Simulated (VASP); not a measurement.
Write the native input for VASP 6.6.1 that does the following.

| Item | Value |
| --- | --- |
| Task | single point |
| Functional | LDA |
| Potentials or basis | VASP PAW LDA potentials, release 64 (Si, O) |
| Cutoff | 520 eV |
| k mesh | 6 × 6 × 4 |
| Occupations | gaussian, width 0.05 eV |
| Spin | no spin polarisation |
| Dipole correction | no |
| Further INCAR settings | ALGO = Normal; EDIFF = 1e-06; NBANDS = 34 |

The structure of SiO2 lies in POSCAR:

```
SiO2
1.0
    5.1142788662      0.0000000000      0.0000000000
   -2.5571394331      4.4290954201      0.0000000000
    0.0000000000      0.0000000000      5.6077278186
Si O
3 6
Direct
    0.0000000000      0.5000000000      0.3333333333
    0.5000000000      0.5000000000      0.6666666667
    0.5000000000      0.0000000000      0.0000000000
    0.5843949021      0.7921974511      0.8333333333
    0.7921974511      0.5843949021      0.5000000000
    0.7921974511      0.2078025489      0.1666666667
    0.4156050979      0.2078025489      0.8333333333
    0.2078025489      0.4156050979      0.5000000000
    0.2078025489      0.7921974511      0.1666666667
```

This cell differs from its parent crystal: strain +0.015 along x and y, +0.015 along z.

One way to write it, as run:

INCAR

```
PREC = Accurate
ENCUT = 520
EDIFF = 1E-6
ISMEAR = 0
SIGMA = 0.05
LREAL = F
LASPH = T
NELM = 60
ALGO = Normal
ISIF = 2
LWAVE = F
LCHARG = T
GGA = CA
LELF = T
LVHAR = T
NBANDS = 34
```

KPOINTS

```
Automatic mesh
0
Gamma
  6 6 4
```

Potentials or basis: VASP PAW LDA potentials, release 64 (Si, O).

Run with:

```sh
$ cat potpaw_LDA.64/Si/POTCAR potpaw_LDA.64/O/POTCAR > POTCAR
$ mpirun -np 1 vasp_std > vasp.out
```

Results of the run:

| Property | Result |
| --- | --- |
| Pressure | -7.2 GPa |
| Largest force | 0.326 eV/Å |
| Band gap on the k mesh | 5.25 eV (least direct gap 5.43 eV) |

Caveat: the cell differs from its parent crystal (strain +0.015 along x and y, +0.015 along z); the cell stands under tension.

Run time: 42 s on 1 thread of Intel(R) Xeon(R) 6975P-C (Granite Rapids) (shared host), peak memory 0.22 GiB.
